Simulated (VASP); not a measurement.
**Al5Ga2N8 (a cell with a defect): single point with PBEsol**

Al5Ga2N8 (a cell with a defect):

```
CELL_PARAMETERS angstrom
-4.40699 4.40699 0.00000
0.00000 4.40699 -4.40699
-4.40699 0.00000 -4.40699
ATOMIC_POSITIONS crystal
Al 0.50000 0.00000 0.00000
Al 0.50685 0.49315 0.00685
Al 0.99315 0.00685 0.49315
Al 0.50685 0.00685 0.49315
Al 0.99315 0.49315 0.00685
Ga 0.49706 0.50294 0.50294
Ga 0.00294 0.99706 0.99706
N 0.62468 0.12305 0.62760
N 0.14337 0.62154 0.09171
N 0.59171 0.64337 0.64337
N 0.12760 0.12468 0.12468
N 0.12154 0.64337 0.64337
N 0.62305 0.12468 0.12468
N 0.62468 0.62760 0.12305
N 0.14337 0.09171 0.62154
```

```json
{
 "Program": "VASP 6.6.1",
 "Task": "single point",
 "Functional": "PBEsol",
 "Potentials or basis": "VASP PAW PBE potentials, release 64 (Al, Ga_d, N)",
 "Cutoff": "520 eV",
 "k mesh": "4 × 4 × 4",
 "Occupations": "gaussian, width 0.05 eV",
 "Spin": "no spin polarisation"
}
```

The pressure is 2.1 GPa. The largest force is 0.015 eV/Å. The band gap on the k mesh is zero (an odd number of electrons rules out a gap without spin polarisation).

Forces in eV/Å, atoms in the order of the input:
```
Al   0.000  0.000  0.000
Al  -0.014  0.000  0.000
Al   0.014  0.000  0.000
Al   0.000  0.014  0.000
Al   0.000 -0.014  0.000
Ga   0.000  0.000 -0.006
Ga   0.000  0.000  0.006
N    0.007  0.007 -0.006
N    0.007  0.007 -0.012
N    0.007 -0.007  0.012
N    0.007 -0.007  0.006
N   -0.007  0.007  0.012
N   -0.007  0.007  0.006
N   -0.007 -0.007 -0.006
N   -0.007 -0.007 -0.012
```

Stress tensor (GPa, compression positive):
```
2.25 0.00 0.00
0.00 2.25 0.00
0.00 0.00 1.88
```

Levels at points of the mesh, in eV from the Fermi level:
| k point | band 37 | band 38 | band 39 | band 40 | band 41 | band 42 | band 43 | band 44 |
| --- | --- | --- | --- | --- | --- | --- | --- | --- |
| (0.00, 0.00, 0.00) | -1.02 | -0.91 | -0.91 | 0.26 | 0.26 | 0.33 | 3.28 | 3.47 |
| (0.50, 0.00, 0.00) | -1.52 | -0.98 | -0.94 | -0.85 | 0.19 | 0.29 | 5.05 | 5.21 |
| (0.50, 0.50, 0.00) | -1.47 | -1.42 | -1.10 | -0.91 | -0.08 | 0.35 | 5.27 | 5.43 |
| (0.00, 0.50, 0.50) | -1.51 | -1.42 | -1.29 | -0.86 | 0.05 | 0.05 | 5.38 | 5.61 |

Wall time 6.8 min on 1 thread of AMD EPYC 9R45 (Zen 5) (shared host), peak memory 0.32 GiB.

Caveat: the PAW data sets were made with another functional, which shifts forces and pressure a little.
